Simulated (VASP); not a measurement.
SiTeS:

```xyz
3
Lattice="3.2302 0.0000 0.0000 0.0000 3.2302 0.0000 0.0000 0.0000 6.2858" Properties=species:S:1:pos:R:3 pbc="T T T"
Si    0.0000    0.0000    4.3366
Te    1.6151    1.6151    0.5186
S     1.6151    1.6151    3.3797
```

The cell was generated, and may not be a known phase.

```yaml
Program: VASP 6.6.1
Task: relaxation of cell and atoms
Functional: PBE
Potentials_or_basis: VASP PAW PBE potentials, release 64 (Si, Te, S)
Cutoff: 600 eV
k_mesh: 6 × 6 × 4
Occupations: gaussian, width 0.1 eV
Spin: no spin polarisation
```

At the start: pressure 0.9 GPa; volume 21.86 Å³/atom.

Q: How do energy, volume and symmetry change on relaxing?

A: Over 19 steps the energy falls by 120.6 meV/atom and the volume is 25.76 Å³/atom (+17.8 %); space group P4mm (No. 99, to 0.1 Å) before and after.

Step by step:
```
step  energy change (eV)  largest force (eV/Å)  pressure (GPa)  volume (Å³)
   1              0.0000                0.4634            0.92        65.59
   2             -0.1549                0.2544            0.67        66.70
   3             -0.2268                0.9139            1.08        68.44
   4             -0.2417                0.5966            0.73        67.94
   5             -0.2425                0.6644            0.79        68.06
   6             -0.2857                0.4569            0.49        69.84
   7             -0.3358                0.1711            0.27        73.74
   8             -0.3370                0.2854            0.29        74.71
   9             -0.3459                0.1316           -0.35        76.86
  10             -0.3461                0.1295           -0.44        77.21
  11             -0.3487                0.0976            0.33        76.43
  12             -0.3490                0.1043            0.15        76.60
  13             -0.3526                0.0940            0.11        76.70
  14             -0.3602                0.0808            0.05        76.98
  15             -0.3482                0.1912            0.17        77.53
  16             -0.3611                0.0816            0.05        77.08
  17             -0.3611                0.0808            0.05        77.11
  18             -0.3611                0.0770            0.08        77.48
  19             -0.3617                0.0082            0.07        77.29
```

Final structure:
```
Si Te S
1.0
     3.12855    0.00000    0.00000
     0.00000    3.12855    0.00000
     0.00000    0.00000    7.89655
Si Te S
1 1 1
Direct
  0.00000 0.00000 0.69681
  0.50000 0.50000 0.04896
  0.50000 0.50000 0.56433
```

Caveat: the volume moved by over 15 % at a fixed basis, so the end points are rough; this functional lacks dispersion, which binds layers or chains, so the pressure and a relaxed spacing across them are unreliable.
